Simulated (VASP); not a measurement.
Os:

```
CELL_PARAMETERS angstrom
-1.51798 1.51798 1.51798
1.51798 -1.51798 1.51798
1.51798 1.51798 -1.51798
ATOMIC_POSITIONS crystal
Os 0.00000 0.00000 0.00000
```

```yaml
Program: VASP 6.6.1
Task: relaxation of cell and atoms
Functional: PBEsol
Potentials_or_basis: VASP PAW PBE potentials, release 64 (Os)
Cutoff: 600 eV
k_mesh: 14 × 14 × 14
Occupations: fermi-dirac, width 0.1 eV
Spin: no spin polarisation
```

At the start: pressure 11.9 GPa; volume 13.99 Å³/atom.

Where does the relaxation end?

Over 4 steps the energy falls by 14.4 meV/atom and the volume is 14.39 Å³/atom (+2.9 %); space group Im-3m (No. 229, to 0.05 Å).

Step by step:
| step | energy change (eV) | largest force (eV/Å) | pressure (GPa) | volume (Å³) |
| --- | --- | --- | --- | --- |
| 1 | 0.0000 | 0.0000 | 11.87 | 13.99 |
| 2 | 0.2045 | 0.0000 | -34.55 | 16.20 |
| 3 | -0.0144 | 0.0000 | -0.63 | 14.42 |
| 4 | -0.0144 | 0.0000 | -0.03 | 14.39 |

Final structure:
```yaml
crystal:
  lattice:
    - [-1.53240, 1.53240, 1.53240]
    - [1.53240, -1.53240, 1.53240]
    - [1.53240, 1.53240, -1.53240]
  atoms:
    - { symbol: Os, position: [0.00000, 0.00000, 0.00000] }
```

Caveat: the PAW data sets were made with another functional, which shifts forces and pressure a little.
